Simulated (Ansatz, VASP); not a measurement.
Two plane-wave programs on Ba

```
CELL_PARAMETERS angstrom
4.07163 0.00000 0.00000
0.00000 4.07163 0.00000
0.00000 0.00000 4.07163
ATOMIC_POSITIONS crystal
Ba 0.00000 0.00000 0.00000
```

Alike in both runs: functional RPBE; k mesh 8 × 8 × 8; occupations fermi-dirac, width 0.1 eV; no spin polarisation.

Ansatz relaxed the structure, and its values are those at the end. VASP's run is a single point on that final structure, the one shown.

|  | VASP | Ansatz |
| --- | --- | --- |
| version | VASP 6.6.1 | Ansatz 0.2.0 |
| potentials or method | VASP PAW PBE potentials, release 64 (Ba_sv), cutoff 520 eV | plane waves (420 eV) with PAW, scalar-relativistic |
| valence electrons in the cell | 10 | 10 |

Ansatz gave:

| Property | Result |
| --- | --- |
| pressure (GPa) | 0.0 |

Problem. Estimate VASP's values.

Solution. Pressure (GPa): 0.1.

VASP's potentials were made for PBE, not for RPBE. With one functional, cell and mesh, what is left measures potentials, basis and numerics.

Neither program's run includes spin-orbit coupling.
